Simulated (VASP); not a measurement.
Input of a VASP 6.6.1 run:

File INCAR:

```
SYSTEM = MoH2
  PREC = Accurate
  ENCUT = 520
  EDIFF = 1E-7
  ISMEAR = -1
  SIGMA = 0.05
  LREAL = .False.
  LASPH = .True.
  NELM = 80
  ALGO = Normal
  ISIF = 2
  LWAVE = .False.
  LCHARG = .False.
  GGA = PS
  NBANDS = 15
```

The input KPOINTS:

```
regular mesh
0
Gamma
  17 17 17
  0 0 0
```

Contents of POSCAR:

```
MoH2
1.0
    0.0000000000      2.1843132928      2.1843132928
    2.1843132928      0.0000000000      2.1843132928
    2.1843132928      2.1843132928      0.0000000000
Mo H
1 2
Direct
    0.0000000000      0.0000000000      0.0000000000
    0.2500000000      0.2500000000      0.2500000000
    0.7500000000      0.7500000000      0.7500000000
```

Potentials or basis: VASP PAW PBE potentials, release 64 (Mo_sv, H).

Launch:

```sh
$ cat potpaw_PBE.64/Mo_sv/POTCAR potpaw_PBE.64/H/POTCAR > POTCAR
$ mpirun -np 1 vasp_std > vasp.out
```

(1) Predict the band gap on the k mesh.

(2) What does it give for the pressure?

## Answers

(1) zero (band 8 reaches 12.31 eV, above the bottom of band 9 at 9.47 eV).

(2) 0.2 GPa.

Caveat: the PAW data sets were made with another functional, which shifts forces and pressure a little.
